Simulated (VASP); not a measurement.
# HfS2 (P-3m1) in VASP: notebook

The runs below take HfS2 through single point, with PBE.

Program: VASP 6.6.1. These are calculated values, not measurements. Logs are shortened: lines on timing, memory, paths and dates and some standing lists are left out, and cuts for length are marked.

## 1. The cell of the first run

The structure is trigonal, space group P-3m1 (No. 164). Conventional cell: a = 3.485 Å, b = 3.485 Å, c = 5.973 Å, α = 90.00°, β = 90.00°, γ = 120.00°. Within 3.3 Å of Hf (site symmetry -3m) lie 6 S at 2.51 Å. S (site symmetry 3m) has 3 Hf at 2.51 Å within 3.3 Å.

## 2. Single point, PBE (epitaxial xy strain -4.0%)

Input file INCAR:

```
SYSTEM = HfS2
PREC = Accurate ; ENCUT = 500
EDIFF = 1E-6 ; ISMEAR = 0
SIGMA = 0.01 ; LREAL = .FALSE.
LASPH = .TRUE. ; NELM = 120
ALGO = Normal ; ISIF = 2
LWAVE = .FALSE. ; LCHARG = .TRUE.
GGA = PE ; LELF = .TRUE.
LVHAR = .TRUE. ; NBANDS = 18
GGA_COMPAT = .FALSE.
```

Input file KPOINTS:

```
regular mesh
0
G
  6 6 2
  0 0 0
```

Input file POSCAR:

```
HfS2
1.0
    3.4850841201      0.0000000000      0.0000000000
   -1.7425420600      3.0181713824      0.0000000000
    0.0000000000      0.0000000000      5.9726340818
Hf S
1 2
Direct
    0.0000000000      0.0000000000      0.0000000000
    0.3333333333      0.6666666667      0.2512889463
    0.6666666667      0.3333333333      0.7487110537
```

Potentials or basis: VASP PAW PBE potentials, release 64 (Hf_pv, S).

On the command line:

```console
$ cat potpaw_PBE.64/Hf_pv/POTCAR potpaw_PBE.64/S/POTCAR > POTCAR
$ mpirun -np 1 vasp_std > vasp.out
```

OUTCAR:

```text
SYSTEM = HfS2
   PREC = Accurate
   ENCUT = 500
   EDIFF = 1E-6
   ISMEAR = 0
   LREAL = .FALSE.
   LASPH = .TRUE.
   NELM = 120
   ISIF = 2
   GGA = PE

 ion  position               nearest neighbor table
   1  0.000  0.000  0.000-   2 2.51   3 2.51   3 2.51   2 2.51   3 2.51   2 2.51
   2  0.333  0.667  0.251-   1 2.51   1 2.51   1 2.51
   3  0.667  0.333  0.749-   1 2.51   1 2.51   1 2.51

  LATTYP: Found a hexagonal cell.
 ALAT       =     3.4850841201
 C/A-ratio  =     1.7137704216

  Lattice vectors:

 A1 = (   3.4850841201,   0.0000000000,   0.0000000000)
 A2 = (  -1.7425420600,   3.0181713824,   0.0000000000)
 A3 = (   0.0000000000,   0.0000000000,   5.9726340818)

Analysis of symmetry for initial positions (statically):
=====================================================================
 Subroutine PRICEL returns:
 Original cell was already a primitive cell.

 Routine SETGRP: Setting up the symmetry group for a
 hexagonal supercell.

 Subroutine GETGRP returns: Found 12 space group operations
 (whereof 12 operations were pure point group operations)
 out of a pool of 24 trial point group operations.

The static configuration has the point symmetry D_3d.

Analysis of symmetry for dynamics (positions and initial velocities):
=====================================================================
 Subroutine PRICEL returns:
 Original cell was already a primitive cell.

 Routine SETGRP: Setting up the symmetry group for a
 hexagonal supercell.

 Subroutine GETGRP returns: Found 12 space group operations
 (whereof 12 operations were pure point group operations)
 out of a pool of 24 trial point group operations.

The dynamic configuration has the point symmetry D_3d.

 Subroutine INISYM returns: Found 12 space group operations
 (whereof 12 operations are pure point group operations),
 and found     1 'primitive' translations

----------------------------------------------------------------------------------------

                                     Primitive cell

  volume of cell :      62.8236

  direct lattice vectors                    reciprocal lattice vectors
     3.485084120  0.000000000  0.000000000     0.286937120  0.165663223  0.000000000
    -1.742542060  3.018171382  0.000000000     0.000000000  0.331326447  0.000000000
     0.000000000  0.000000000  5.972634082     0.000000000  0.000000000  0.167430314

  length of vectors
     3.485084120  3.485084120  5.972634082     0.331326447  0.331326447  0.167430314

  position of ions in fractional coordinates (direct lattice)
     0.000000000  0.000000000  0.000000000
     0.333333333  0.666666667  0.251288946
     0.666666667  0.333333333  0.748711054

  ion indices of the primitive-cell ions
   primitive index   ion index
                 1           1
                 2           2
                 3           3

----------------------------------------------------------------------------------------

 KPOINTS: regular mesh

Automatic generation of k-mesh.
 Grid dimensions read from file:
 generate k-points for:    6    6    2

 Generating k-lattice:

  Cartesian coordinates                     Fractional coordinates (reciprocal lattice)
     0.047822853  0.027610537  0.000000000     0.166666667 -0.000000000  0.000000000
     0.000000000  0.055221074  0.000000000     0.000000000  0.166666667  0.000000000
     0.000000000  0.000000000  0.083715157     0.000000000  0.000000000  0.500000000

  Length of vectors
     0.055221074  0.055221074  0.083715157

  Shift w.r.t. Gamma in fractional coordinates (k-lattice)
     0.000000000  0.000000000  0.000000000

 Subroutine IBZKPT returns following result:
 ===========================================

 Found     14 irreducible k-points:

 Following reciprocal coordinates:
            Coordinates               Weight
  0.000000  0.000000  0.000000      1.000000
  0.166667  0.000000  0.000000      6.000000
  0.333333  0.000000  0.000000      6.000000
  0.500000  0.000000  0.000000      3.000000
  0.166667  0.166667  0.000000      6.000000
  0.333333  0.166667  0.000000     12.000000
  0.333333  0.333333  0.000000      2.000000
  0.000000  0.000000  0.500000      1.000000
  0.166667  0.000000  0.500000      6.000000
  0.333333  0.000000  0.500000      6.000000
  0.500000  0.000000  0.500000      3.000000
  0.166667  0.166667  0.500000      6.000000
  0.333333  0.166667  0.500000     12.000000
  0.333333  0.333333  0.500000      2.000000
   k-points           NKPTS =     14   k-points in BZ     NKDIM =     14   number of bands    NBANDS=     18
   number of dos      NEDOS =    301   number of ions     NIONS =      3
   total plane-waves  NPLWV =  37632
   dimension x,y,z NGX =    28 NGY =   28 NGZ =   48
   dimension x,y,z NGXF=    56 NGYF=   56 NGZF=   96
   ions per type =               1   2
   NGX,Y,Z   is equivalent  to a cutoff of  13.36, 13.36, 13.36 a.u.
   NGXF,Y,Z  is equivalent  to a cutoff of  26.71, 26.71, 26.72 a.u.
 SYSTEM =  HfS2
   PREC   = accura    normal or accurate (medium, high low for compatibility)
   ISTART =      0    job   : 0-new  1-cont  2-samecut
   ICHARG =      2    charge: 1-file 2-atom 10-const
   ISPIN  =      1    spin polarized calculation?
   LNONCOLLINEAR =      F non collinear calculations
   LSORBIT =      F    spin-orbit coupling
   LASPH  =      T    aspherical Exc in radial PAW
   ENCUT  =  500.0 eV  36.75 Ry    6.06 a.u.   6.35  6.35 10.89*2*pi/ulx,y,z
   NELM   =    120;   NELMIN=  2; NELMDL= -5     # of ELM steps
   EDIFF  = 0.1E-05   stopping-criterion for ELM
   LREAL  =      F    real-space projection
   EDIFFG = 0.1E-04   stopping-criterion for IOM
   NSW    =      0    number of steps for IOM
   IBRION =     -1    ionic relax: 0-MD 1-quasi-New 2-CG
   NFREE  =      0    steps in history (QN), initial steepest desc. (CG)
   ISIF   =      2    stress and relaxation
   ISYM   =      2    0-nonsym 1-usesym 2-fastsym
   POTIM  = 0.5000    time-step for ionic-motion
   TEBEG  =    0.0;   TEEND  =   0.0 temperature during run
   PSTRESS=    0.0 pullay stress
   NELECT =      22.0000    total number of electrons
   NUPDOWN=      -1.0000    fix difference up-down
   EMIN   =  10.00;   EMAX   =-10.00  energy-range for DOS
   EFERMI =   0.00;   METHOD = LEGACY
   ISMEAR =     0;   SIGMA  =   0.01  broadening in eV -4-tet -1-fermi 0-gaus
   EFERMI_NEDOS =   21; number of points for ismear=-14 and -15
   IALGO  =     38    algorithm
   IMIX   =      4    mixing-type and parameters
     AMIX     =   0.40;   BMIX     =  1.00
     AMIX_MAG =   1.60;   BMIX_MAG =  1.00
  volume/ion in A,a.u.               =      20.94       141.32
  Fermi-wavevector in a.u.,A,eV,Ry     =   1.153917  2.180588 18.116501  1.331525
  Thomas-Fermi vector in A             =   2.290558
   LORBIT       =      0    0 simple, 1 ext, 2 COOP (PROOUT), +10 PAW based schemes
   GGA     = PE    functional components
   LHFCALC =     F    Hartree Fock is set to
   AEXX    =    0.0000 exact exchange contribution
   IVDW    =     0    specifies the selected vdW correction
   LEPSILON=     F    determine dielectric tensor
   LRPA    =     F    only Hartree local field effects (RPA)
 non-spin polarized calculation
 Gauss-broadening in eV      SIGMA  =   0.01
  energy-cutoff  :      500.00
  volume of cell :       62.82
 maximum number of plane-waves:      1611
 NGX is ok and might be reduce to    28
   NGX = 13   NGY = 13   NGZ = 21

 number of electron      21.9999998 magnetization

 Free energy of the ion-electron system (eV)
  ---------------------------------------------------
  ext. energy  EPLUGINS =         0.00000000
  ---------------------------------------------------
  free energy    TOTEN  =       -22.72409482 eV

  energy without entropy =      -22.72409482  energy(sigma->0) =      -22.72409482

 E-fermi :   4.0717     XC(G=0):  -9.9586

 val. band max:        3.9994561694   @ k =   0.0000   0.0000   0.0000
 cond. band min:       4.5474349950   @ k =   0.5000   0.0000   0.5000
 fundamental gap:      0.5479788256
 Fermi energy:         4.0717176089

 k-point     1 :       0.0000    0.0000    0.0000
  band No.  band energies     occupation
      1     -26.6848      2.00000
      2     -26.5370      2.00000
      3     -26.5370      2.00000
      4      -9.5304      2.00000
      5      -7.7588      2.00000
      6      -1.3524      2.00000
[... 10 lines left out ...]
     17       9.8137      0.00000
     18       9.9285      0.00000

 k-point     2 :       0.1667    0.0000    0.0000
  band No.  band energies     occupation
      1     -26.6697      2.00000
      2     -26.6120      2.00000
      3     -26.5538      2.00000
      4      -9.1719      2.00000
      5      -7.7814      2.00000
      6      -0.9019      2.00000
[... 10 lines left out ...]
     17      11.1694      0.00000
     18      11.6655      0.00000

 k-point     3 :       0.3333    0.0000    0.0000
  band No.  band energies     occupation
      1     -26.7588      2.00000
      2     -26.6388      2.00000
      3     -26.5871      2.00000
      4      -8.3873      2.00000
      5      -7.7833      2.00000
      6      -0.4212      2.00000
[... 10 lines left out ...]
     17      11.4077      0.00000
     18      11.8403      0.00000

 k-point     4 :       0.5000    0.0000    0.0000
  band No.  band energies     occupation
      1     -26.8301      2.00000
      2     -26.6234      2.00000
      3     -26.6036      2.00000
      4      -8.0968      2.00000
      5      -7.5829      2.00000
      6      -1.3094      2.00000
[... 10 lines left out ...]
     17      10.5216      0.00000
     18      12.3182      0.00000

 k-point     5 :       0.1667    0.1667    0.0000
  band No.  band energies     occupation
      1     -26.7082      2.00000
      2     -26.6472      2.00000
      3     -26.5929      2.00000
      4      -8.5771      2.00000
      5      -7.8089      2.00000
      6      -0.1262      2.00000
[... 10 lines left out ...]
     17      12.4511      0.00000
     18      12.7799      0.00000

 k-point     6 :       0.3333    0.1667    0.0000
  band No.  band energies     occupation
      1     -26.7924      2.00000
      2     -26.6431      2.00000
      3     -26.6233      2.00000
      4      -7.9816      2.00000
      5      -7.7116      2.00000
      6      -0.7577      2.00000
[... 10 lines left out ...]
     17      11.6777      0.00000
     18      12.2505      0.00000

 k-point     7 :       0.3333    0.3333    0.0000
  band No.  band energies     occupation
      1     -26.7401      2.00000
      2     -26.7401      2.00000
      3     -26.6163      2.00000
      4      -7.7159      2.00000
      5      -7.7159      2.00000
      6      -0.3042      2.00000
[... 10 lines left out ...]
     17      10.9533      0.00000
     18      14.3586      0.00000

 k-point     8 :       0.0000    0.0000    0.5000
  band No.  band energies     occupation
      1     -26.6850      2.00000
      2     -26.5370      2.00000
      3     -26.5370      2.00000
      4      -9.2654      2.00000
      5      -8.2035      2.00000
      6      -0.1680      2.00000
[... 10 lines left out ...]
     17      10.3102      0.00000
     18      11.4445      0.00000

 k-point     9 :       0.1667    0.0000    0.5000
  band No.  band energies     occupation
      1     -26.6699      2.00000
      2     -26.6120      2.00000
      3     -26.5538      2.00000
      4      -8.9121      2.00000
      5      -8.1599      2.00000
      6       0.1399      2.00000
[... 10 lines left out ...]
     17      11.6646      0.00000
     18      11.9969      0.00000

 k-point    10 :       0.3333    0.0000    0.5000
  band No.  band energies     occupation
      1     -26.7588      2.00000
      2     -26.6389      2.00000
      3     -26.5871      2.00000
      4      -8.2833      2.00000
      5      -7.8956      2.00000
      6      -0.5945      2.00000
[... 10 lines left out ...]
     17      10.8280      0.00000
     18      10.9796      0.00000

 k-point    11 :       0.5000    0.0000    0.5000
  band No.  band energies     occupation
      1     -26.8301      2.00000
      2     -26.6236      2.00000
      3     -26.6036      2.00000
      4      -8.1923      2.00000
      5      -7.4515      2.00000
      6      -1.3949      2.00000
[... 10 lines left out ...]
     17      10.2668      0.00000
     18      11.7319      0.00000

 k-point    12 :       0.1667    0.1667    0.5000
  band No.  band energies     occupation
      1     -26.7082      2.00000
      2     -26.6474      2.00000
      3     -26.5929      2.00000
      4      -8.3430      2.00000
      5      -8.0810      2.00000
      6      -0.1582      2.00000
[... 10 lines left out ...]
     17      11.9584      0.00000
     18      12.8673      0.00000

 k-point    13 :       0.3333    0.1667    0.5000
  band No.  band energies     occupation
      1     -26.7924      2.00000
      2     -26.6431      2.00000
      3     -26.6234      2.00000
      4      -8.0378      2.00000
      5      -7.6439      2.00000
      6      -0.8299      2.00000
[... 10 lines left out ...]
     17      11.4905      0.00000
     18      11.7299      0.00000

 k-point    14 :       0.3333    0.3333    0.5000
  band No.  band energies     occupation
      1     -26.7401      2.00000
      2     -26.7401      2.00000
      3     -26.6164      2.00000
      4      -7.7206      2.00000
      5      -7.7206      2.00000
      6      -0.0225      2.00000
[... 10 lines left out ...]
     17      12.3721      0.00000
     18      12.8942      0.00000

------------------------ aborting loop because EDIFF is reached ----------------------------------------

  FORCE on cell =-STRESS in cart. coord.  units (eV):
  Direction    XX          YY          ZZ          XY          YZ          ZX
  --------------------------------------------------------------------------------------
  -------------------------------------------------------------------------------------
  Total        3.6953065      3.6953065      1.0298486      0.0000000      0.0000000     -0.0000000
  in kB       94.2405853     94.2405853     26.2640022      0.0000000      0.0000000     -0.0000000
  external PRESSURE =      71.5817243 kB  Pullay stress =       0.0000000 kB

 VOLUME and BASIS-vectors are now :
 -----------------------------------------------------------------------------
  energy-cutoff  :      500.00
  volume of cell :       62.82
      direct lattice vectors                 reciprocal lattice vectors
     3.485084120  0.000000000  0.000000000     0.286937120  0.165663223  0.000000000
    -1.742542060  3.018171382  0.000000000     0.000000000  0.331326447  0.000000000
     0.000000000  0.000000000  5.972634082     0.000000000  0.000000000  0.167430314

 POSITION                                       TOTAL-FORCE (eV/Angst)
 -----------------------------------------------------------------------------------
      0.00000      0.00000      0.00000         0.000000      0.000000      0.000000
     -0.00000      2.01211      1.50086        -0.000000      0.000000      0.073560
      1.74254      1.00606      4.47178        -0.000000     -0.000000     -0.073560
 -----------------------------------------------------------------------------------
    total drift:                                0.000000     -0.000000     -0.000000

  FREE ENERGIE OF THE ION-ELECTRON SYSTEM (eV)
  ---------------------------------------------------
  free  energy   TOTEN  =       -22.7240948191 eV

  energy  without entropy=      -22.7240948191  energy(sigma->0) =      -22.72409482
```

It took 24 s on 1 thread of Intel Xeon 8259CL, shared host; peak memory 0.19 GiB.

Results:

| Property | Result |
| --- | --- |
| Free energy | -22.7241 eV |
| Pressure | 7.2 GPa |
| Largest force | 0.074 eV/Å |
| Band gap on the k mesh | 0.55 eV (least direct gap 1.54 eV) |

Forces in eV/Å, atoms in the order of the input:
```
Hf   0.000  0.000  0.000
S    0.000  0.000  0.074
S    0.000  0.000 -0.074
```

Stress tensor (GPa, compression positive):
```
9.42 0.00 0.00
0.00 9.42 0.00
0.00 0.00 2.63
```

Caveat: the k points lie up to 0.53 Å⁻¹ apart; the cell differs from its parent crystal (epitaxial xy strain -4.0%); spin-orbit coupling is left out, which moves the levels of the heavy elements; this functional lacks dispersion, which binds the layers, so the pressure and a relaxed spacing across them are unreliable. A k mesh can miss the band edges.

[end of part 1 of 2]
